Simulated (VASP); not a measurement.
# Pt: single point with PBEsol

The system is Pt.

```
Pt
1.0
     0.00000    2.00685    1.90895
     2.00685    0.00000    1.90895
     2.00685    2.00685    0.00000
Pt
1
Cartesian
  0.0000 0.0000 0.0000
```

This cell differs from its parent crystal: strain +0.025 along x and y, -0.025 along z.

```json
{
 "Program": "VASP 6.6.1",
 "Task": "single point",
 "Functional": "PBEsol",
 "Potentials or basis": "VASP PAW PBE potentials, release 64 (Pt)",
 "Cutoff": "520 eV",
 "k mesh": "20 × 20 × 20",
 "Occupations": "gaussian, width 0.15 eV",
 "Spin": "no spin polarisation",
 "Dipole correction": "no",
 "Further INCAR settings": "ALGO = Normal; EDIFF = 1e-06; NBANDS = 11"
}
```

```yaml
Pressure: -6.1 GPa
Band_gap_on_the_k_mesh: zero (band 5 reaches 11.40 eV, above the bottom of band 6 at 9.06 eV)
```

Stress tensor (GPa, compression positive):
```
-7.35  0.00  0.00
 0.00 -7.35  0.00
 0.00  0.00 -3.71
```

Levels at points of the mesh, in eV from the Fermi level:
| k point | band 3 | band 4 | band 5 | band 6 | band 7 | band 8 |
| --- | --- | --- | --- | --- | --- | --- |
| (0.00, 0.00, 0.00) | -3.85 | -3.30 | -1.91 | -1.26 | 14.72 | 19.11 |
| (0.50, 0.00, 0.00) | -3.44 | -0.46 | -0.10 | 0.19 | 5.68 | 14.17 |
| (0.50, 0.50, 0.00) | 0.00 | 0.50 | 0.50 | 2.41 | 9.48 | 10.68 |
| (0.50, 0.00, 0.50) | 0.00 | 0.24 | 0.68 | 1.44 | 8.22 | 11.44 |

It took 28 s on 1 thread of Intel(R) Xeon(R) 6975P-C (Granite Rapids), with other jobs on the host, peak memory 0.23 GiB.

Caveat: the cell differs from its parent crystal (strain +0.025 along x and y, -0.025 along z); the PAW data sets were made with another functional, which shifts forces and pressure a little; spin-orbit coupling is left out, which moves the levels of the heavy elements.
